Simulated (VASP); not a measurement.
# AlN (I-4m2) in VASP: notebook

The runs below take AlN through single point, with r2SCAN.

Program: VASP 6.6.1. These are calculated values, not measurements. Logs are shortened: lines on timing, memory, paths and dates and some standing lists are left out, and cuts for length are marked.

**1. The cell of the first run**

It takes space group I-4m2 (No. 119, tetragonal). The conventional cell has a = 3.090 Å, b = 3.090 Å, c = 4.239 Å, α = 90.00°, β = 90.00°, γ = 90.00°. Within 2.5 Å of Al (site symmetry -4m2) lie 4 N at 1.87 Å. N (site symmetry -4m2) has 4 Al at 1.87 Å within 2.5 Å.

**2. Single point, r2SCAN (strain +0.000 along x and y, -0.030 along z)**

POSCAR

```
AlN
1.0
    0.0000000000      2.1849006262      2.1193536074
    2.1849006262      0.0000000000      2.1193536074
    2.1849006262      2.1849006262      0.0000000000
Al N
1 1
Direct
    0.0000000000      0.0000000000      0.0000000000
    0.7500000000      0.7500000000      0.7500000000
```

INCAR.step1

```
SYSTEM = AlN
ALGO = Normal
EDIFF = 1E-4
ENCUT = 520
GGA = PE
ISMEAR = 0
LASPH = .True.
LCHARG = .False.
LREAL = .False.
LWAVE = .True.
NBANDS = 11
NELM = 80
PREC = Accurate
SIGMA = 0.05
```

INCAR.step2

```
SYSTEM = AlN
ALGO = Normal
EDIFF = 1E-6
ENCUT = 520
ISIF = 2
ISMEAR = 0
ISTART = 1
LASPH = .True.
LCHARG = .False.
LMIXTAU = .True.
LREAL = .False.
LWAVE = .False.
METAGGA = R2SCAN
NBANDS = 11
NELM = 80
PREC = Accurate
SIGMA = 0.05
```

KPOINTS

```
k-points
0
Gamma
  10 10 10
  0 0 0
```

Potentials or basis: VASP PAW PBE potentials, release 64 (Al, N).

Launch:

```
> cat potpaw_PBE.64/Al/POTCAR potpaw_PBE.64/N/POTCAR > POTCAR
> cp INCAR.step1 INCAR
> mpirun -np 1 vasp_std > vasp.out
> cp INCAR.step2 INCAR
> mpirun -np 1 vasp_std > vasp.out
```

OUTCAR:

```text
SYSTEM = AlN
   EDIFF = 1E-6
   ENCUT = 520
   ISIF = 2
   ISMEAR = 0
   ISTART = 1
   LASPH = .True.
   LREAL = .False.
   METAGGA = R2SCAN
   NELM = 80
   PREC = Accurate

 ion  position               nearest neighbor table
   1  0.000  0.000  0.000-   2 1.87   2 1.87   2 1.87   2 1.87
   2  0.750  0.750  0.750-   1 1.87   1 1.87   1 1.87   1 1.87

  LATTYP: Found a body centered tetragonal cell.
 ALAT       =     3.0899160980
 C/A-ratio  =     1.3717871555

  Lattice vectors:

 A1 = (   0.0000000000,  -2.1849006262,  -2.1193536074)
 A2 = (   0.0000000000,   2.1849006262,  -2.1193536074)
 A3 = (   2.1849006262,   0.0000000000,   2.1193536074)

Analysis of symmetry for initial positions (statically):
=====================================================================
 Subroutine PRICEL returns:
 Original cell was already a primitive cell.

 Routine SETGRP: Setting up the symmetry group for a
 body centered tetragonal supercell.

 Subroutine GETGRP returns: Found  8 space group operations
 (whereof  8 operations were pure point group operations)
 out of a pool of 16 trial point group operations.

The static configuration has the point symmetry D_2d.

Analysis of symmetry for dynamics (positions and initial velocities):
=====================================================================
 Subroutine PRICEL returns:
 Original cell was already a primitive cell.

 Routine SETGRP: Setting up the symmetry group for a
 body centered tetragonal supercell.

 Subroutine GETGRP returns: Found  8 space group operations
 (whereof  8 operations were pure point group operations)
 out of a pool of 16 trial point group operations.

The dynamic configuration has the point symmetry D_2d.

 Subroutine INISYM returns: Found  8 space group operations
 (whereof  8 operations are pure point group operations),
 and found     1 'primitive' translations

----------------------------------------------------------------------------------------

                                     Primitive cell

  volume of cell :      20.2347

  direct lattice vectors                    reciprocal lattice vectors
     0.000000000  2.184900626  2.119353607    -0.228843360  0.228843360  0.235920989
     2.184900626  0.000000000  2.119353607     0.228843360 -0.228843360  0.235920989
     2.184900626  2.184900626  0.000000000     0.228843360  0.228843360 -0.235920989

  length of vectors
     3.043920245  3.043920245  3.089916098     0.400496292  0.400496292  0.400496292

  position of ions in fractional coordinates (direct lattice)
     0.000000000  0.000000000  0.000000000
     0.750000000  0.750000000  0.750000000

  ion indices of the primitive-cell ions
   primitive index   ion index
                 1           1
                 2           2

----------------------------------------------------------------------------------------

 KPOINTS: k-points

Automatic generation of k-mesh.
 Grid dimensions read from file:
 generate k-points for:   10   10   10

 Generating k-lattice:

  Cartesian coordinates                     Fractional coordinates (reciprocal lattice)
    -0.022884336  0.022884336  0.023592099     0.100000000  0.000000000  0.000000000
     0.022884336 -0.022884336  0.023592099     0.000000000  0.100000000  0.000000000
     0.022884336  0.022884336 -0.023592099    -0.000000000 -0.000000000  0.100000000

  Length of vectors
     0.040049629  0.040049629  0.040049629

  Shift w.r.t. Gamma in fractional coordinates (k-lattice)
     0.000000000  0.000000000  0.000000000

 Subroutine IBZKPT returns following result:
 ===========================================

 Found    102 irreducible k-points:

 Following reciprocal coordinates:
            Coordinates               Weight
  0.000000  0.000000  0.000000      1.000000
  0.100000  0.000000  0.000000      8.000000
  0.200000  0.000000  0.000000      8.000000
  0.300000  0.000000  0.000000      8.000000
  0.400000  0.000000  0.000000      8.000000
  0.500000  0.000000  0.000000      4.000000
[... 16 lines left out ...]
  0.300000  0.300000  0.000000      2.000000
  0.400000  0.300000  0.000000      8.000000
 [... further k-points ...]
   k-points           NKPTS =    102   k-points in BZ     NKDIM =    102   number of bands    NBANDS=     11
   number of dos      NEDOS =    301   number of ions     NIONS =      2
   total plane-waves  NPLWV =  13824
   dimension x,y,z NGX =    24 NGY =   24 NGZ =   24
   dimension x,y,z NGXF=    48 NGYF=   48 NGZF=   48
   ions per type =               1   1
   NGX,Y,Z   is equivalent  to a cutoff of  13.11, 13.11, 12.91 a.u.
   NGXF,Y,Z  is equivalent  to a cutoff of  26.22, 26.22, 25.83 a.u.
 SYSTEM =  AlN
   PREC   = accura    normal or accurate (medium, high low for compatibility)
   ISTART =      1    job   : 0-new  1-cont  2-samecut
   ICHARG =      0    charge: 1-file 2-atom 10-const
   ISPIN  =      1    spin polarized calculation?
   LNONCOLLINEAR =      F non collinear calculations
   LSORBIT =      F    spin-orbit coupling
   LASPH  =      T    aspherical Exc in radial PAW
   ENCUT  =  520.0 eV  38.22 Ry    6.18 a.u.   5.66  5.66  5.75*2*pi/ulx,y,z
   NELM   =     80;   NELMIN=  2; NELMDL=  0     # of ELM steps
   EDIFF  = 0.1E-05   stopping-criterion for ELM
   LREAL  =      F    real-space projection
   EDIFFG = 0.1E-04   stopping-criterion for IOM
   NSW    =      0    number of steps for IOM
   IBRION =     -1    ionic relax: 0-MD 1-quasi-New 2-CG
   NFREE  =      0    steps in history (QN), initial steepest desc. (CG)
   ISIF   =      2    stress and relaxation
   ISYM   =      2    0-nonsym 1-usesym 2-fastsym
   POTIM  = 0.5000    time-step for ionic-motion
   TEBEG  =    0.0;   TEEND  =   0.0 temperature during run
   PSTRESS=    0.0 pullay stress
   NELECT =       8.0000    total number of electrons
   NUPDOWN=      -1.0000    fix difference up-down
   EMIN   =  10.00;   EMAX   =-10.00  energy-range for DOS
   EFERMI =   0.00;   METHOD = LEGACY
   ISMEAR =     0;   SIGMA  =   0.05  broadening in eV -4-tet -1-fermi 0-gaus
   EFERMI_NEDOS =   21; number of points for ismear=-14 and -15
   IALGO  =     38    algorithm
   IMIX   =      4    mixing-type and parameters
     AMIX     =   0.40;   BMIX     =  1.00
     AMIX_MAG =   1.60;   BMIX_MAG =  1.00
  volume/ion in A,a.u.               =      10.12        68.28
  Fermi-wavevector in a.u.,A,eV,Ry     =   1.201543  2.270587 19.642799  1.443705
  Thomas-Fermi vector in A             =   2.337349
   LORBIT       =      0    0 simple, 1 ext, 2 COOP (PROOUT), +10 PAW based schemes
   METAGGA = R2SCAN    functional components
   LHFCALC =     F    Hartree Fock is set to
   AEXX    =    0.0000 exact exchange contribution
   IVDW    =     0    specifies the selected vdW correction
   LEPSILON=     F    determine dielectric tensor
   LRPA    =     F    only Hartree local field effects (RPA)
 non-spin polarized calculation
 Gauss-broadening in eV      SIGMA  =   0.05
  energy-cutoff  :      520.00
  volume of cell :       20.23
 maximum number of plane-waves:       558
   NGX = 11   NGY = 11   NGZ = 11

 number of electron       7.9999999 magnetization

 Free energy of the ion-electron system (eV)
  ---------------------------------------------------
  ext. energy  EPLUGINS =         0.00000000
  ---------------------------------------------------
  free energy    TOTEN  =       -19.16226819 eV

  energy without entropy =      -19.16226819  energy(sigma->0) =      -19.16226819

 E-fermi :   6.3685     XC(G=0): -11.5523

 val. band max:        6.0551799185   @ k =   0.0000   0.0000   0.0000
 cond. band min:       9.8392312220   @ k =   0.5000   0.5000   0.0000
 fundamental gap:      3.7840513035
 Fermi energy:         6.3684964590

 k-point     1 :       0.0000    0.0000    0.0000
  band No.  band energies     occupation
      1      -9.9426      2.00000
      2       5.9319      2.00000
      3       5.9319      2.00000
      4       6.0552      2.00000
      5      11.1365      0.00000
      6      19.7713      0.00000
      7      19.8130      0.00000
      8      19.8130      0.00000
      9      24.2331      0.00000
     10      25.1898      0.00000
     11      26.1372      0.00000

 k-point     2 :       0.1000    0.0000    0.0000
  band No.  band energies     occupation
      1      -9.7905      2.00000
      2       5.1673      2.00000
      3       5.8698      2.00000
      4       5.9734      2.00000
      5      11.7902      0.00000
      6      19.3954      0.00000
      7      19.9215      0.00000
      8      19.9717      0.00000
      9      23.1166      0.00000
     10      23.7841      0.00000
     11      25.8357      0.00000

 k-point     3 :       0.2000    0.0000    0.0000
  band No.  band energies     occupation
      1      -9.3589      2.00000
      2       3.5207      2.00000
      3       5.7145      2.00000
      4       5.8637      2.00000
      5      12.9552      0.00000
      6      18.5663      0.00000
      7      19.6064      0.00000
      8      20.0146      0.00000
      9      22.9062      0.00000
     10      23.1054      0.00000
     11      24.9559      0.00000

 k-point     4 :       0.3000    0.0000    0.0000
  band No.  band energies     occupation
      1      -8.7356      2.00000
      2       1.8084      2.00000
      3       5.5357      2.00000
      4       5.7399      2.00000
      5      13.8456      0.00000
      6      17.7667      0.00000
      7      18.7288      0.00000
      8      19.3653      0.00000
      9      24.0921      0.00000
     10      24.3180      0.00000
     11      24.8989      0.00000

 k-point     5 :       0.4000    0.0000    0.0000
  band No.  band energies     occupation
      1      -8.1182      2.00000
      2       0.4756      2.00000
      3       5.4005      2.00000
      4       5.6467      2.00000
      5      14.2957      0.00000
      6      17.2153      0.00000
      7      18.0550      0.00000
      8      18.7097      0.00000
      9      25.2187      0.00000
     10      26.2838      0.00000
     11      26.4271      0.00000
[... 211 lines left out ...]
 k-point    21 :      -0.3000    0.2000    0.0000
  band No.  band energies     occupation
      1      -7.9733      2.00000
      2       1.3126      2.00000
      3       3.8539      2.00000
      4       5.3036      2.00000
      5      14.7028      0.00000
      6      16.0018      0.00000
      7      19.1108      0.00000
      8      19.4225      0.00000
      9      23.7332      0.00000
     10      26.1319      0.00000
     11      29.3381      0.00000

 k-point    22 :      -0.2000    0.2000    0.0000
  band No.  band energies     occupation
      1      -8.5508      2.00000
      2       2.1979      2.00000
      3       4.3438      2.00000
      4       5.6011      2.00000
      5      14.5511      0.00000
      6      16.7551      0.00000
      7      18.9568      0.00000
      8      19.2862      0.00000
      9      22.2036      0.00000
     10      25.8526      0.00000
     11      29.5895      0.00000

 k-point    23 :       0.3000    0.3000    0.0000
  band No.  band energies     occupation
      1      -8.2865      2.00000
      2       2.4726      2.00000
      3       4.5543      2.00000
      4       4.5543      2.00000
      5      12.1638      0.00000
      6      16.5118      0.00000
      7      19.6039      0.00000
      8      21.7715      0.00000
      9      21.7715      0.00000
     10      27.2621      0.00000
     11      31.3848      0.00000

 k-point    24 :       0.4000    0.3000    0.0000
  band No.  band energies     occupation
      1      -7.8047      2.00000
      2       1.8060      2.00000
      3       4.1364      2.00000
      4       4.3684      2.00000
      5      11.6229      0.00000
      6      16.3071      0.00000
      7      19.9823      0.00000
      8      21.7900      0.00000
      9      22.4773      0.00000
     10      28.5219      0.00000
     11      31.3671      0.00000

 [... further k-points ...]
[... 5 lines left out ...]
  --------------------------------------------------------------------------------------
  -------------------------------------------------------------------------------------
  Total        0.6344977      0.6344977      1.1307650      0.0000000     -0.0000000      0.0000000
  in kB       50.2393299     50.2393299     89.5336200      0.0000000     -0.0000000      0.0000000
  external PRESSURE =      63.3374266 kB  Pullay stress =       0.0000000 kB

 VOLUME and BASIS-vectors are now :
 -----------------------------------------------------------------------------
  energy-cutoff  :      520.00
  volume of cell :       20.23
      direct lattice vectors                 reciprocal lattice vectors
     0.000000000  2.184900626  2.119353607    -0.228843360  0.228843360  0.235920989
     2.184900626  0.000000000  2.119353607     0.228843360 -0.228843360  0.235920989
     2.184900626  2.184900626  0.000000000     0.228843360  0.228843360 -0.235920989

 POSITION                                       TOTAL-FORCE (eV/Angst)
 -----------------------------------------------------------------------------------
      0.00000      0.00000      0.00000        -0.000000     -0.000000     -0.000000
      3.27735      3.27735      3.17903         0.000000      0.000000      0.000000
 -----------------------------------------------------------------------------------
    total drift:                                0.000002      0.000002     -0.000000

  FREE ENERGIE OF THE ION-ELECTRON SYSTEM (eV)
  ---------------------------------------------------
  free  energy   TOTEN  =       -19.1622681856 eV

  energy  without entropy=      -19.1622681856  energy(sigma->0) =      -19.16226819
```

It took 34 s on 1 thread of Intel Xeon Platinum 8559C (Emerald Rapids), shared host; peak memory 0.15 GiB.

Results:

| Item | Value |
| --- | --- |
| Free energy | -19.1623 eV |
| Pressure | 6.3 GPa |
| Band gap on the k mesh | 3.78 eV, indirect (least direct gap 5.08 eV) |

Caveat: the cell differs from its parent crystal (strain +0.000 along x and y, -0.030 along z); the PAW data sets were made with another functional, which shifts forces and pressure a little.

[end of part 1 of 2]
